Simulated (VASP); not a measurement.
SnSe2, 3 atoms in the cell. The cell holds a slab with vacuum, 3 atoms: a = 3.824 Å, b = 3.824 Å, c = 23.202 Å, α = 90.00°, β = 90.00°, γ = 120.00°. 

* Program: VASP 6.6.1
* Task: single point
* Functional: PBE
* Dispersion: D3(BJ)
* Potentials or basis: VASP PAW PBE potentials, release 64 (Se, Sn_d)
* Cutoff: 520 eV
* k mesh: 27 × 27 × 1
* Occupations: gaussian, width 0.05 eV
* Spin: no spin polarisation
* Dipole correction: yes
* Further INCAR settings: ALGO = Normal; EDIFF = 1e-07; NBANDS = 20

Potentials or basis: VASP PAW PBE potentials, release 64 (Se, Sn_d).

Run with:

```console
$ cat potpaw_PBE.64/Se/POTCAR potpaw_PBE.64/Sn_d/POTCAR > POTCAR
$ mpirun -np 1 vasp_std > vasp.out
```

Hardware: 1 thread of Intel Xeon 6975P-C, on a shared host.

Q: How long does it take, and how much memory?

A: It took 12 min on 1 thread of Intel Xeon 6975P-C (shared host), peak memory 0.69 GiB. Counts: scf iterations 21, k points 75.
